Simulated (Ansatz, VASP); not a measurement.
BAs in VASP and in Ansatz

```
B As
1.0
     2.91492   -2.91492    0.00000
     2.91492    2.91492    0.00000
     0.00000    0.00000    4.12232
B As
2 2
Direct
  0.50000 0.50000 0.00000
  0.00000 0.00000 0.00000
  0.75000 0.25000 0.75000
  0.25000 0.75000 0.25000
```

Change from the starting cell: ordered vacancies on the cation sites of cuprite (Cmme, No. 67).

Alike in both runs: task single point; functional PBE; k mesh 4 × 4 × 4; occupations gaussian, width 0.1 eV; no spin polarisation.

|  | VASP | Ansatz |
| --- | --- | --- |
| version | VASP 6.6.1 | Ansatz 0.2.0 |
| potentials or method | VASP PAW PBE potentials, release 64 (B, As_d), cutoff 560 eV | scalar-relativistic, plane waves, PAW |
| valence electrons in the cell | 36 | 36 |

Ansatz gave:

```
gap on the k mesh at the Fermi level (eV)                     : none
pressure (GPa)                                                : 17.6
traceless stress, the component that is largest in VASP (GPa) : -11.70
rms of the force components (eV/Å)                            : 1.689
```

What did VASP give for the same quantities?

gap on the k mesh at the Fermi level (eV): none; pressure (GPa): 17.2; traceless stress, the component that is largest in VASP (GPa): -11.36; rms of the force components (eV/Å): 1.659.

Atom by atom the forces differ by 0.031 eV/Å (rms over components). A gap of «none» marks a metal or a gap that the smearing closes.

The k mesh is coarse, so the values compare programs but aren't converged.
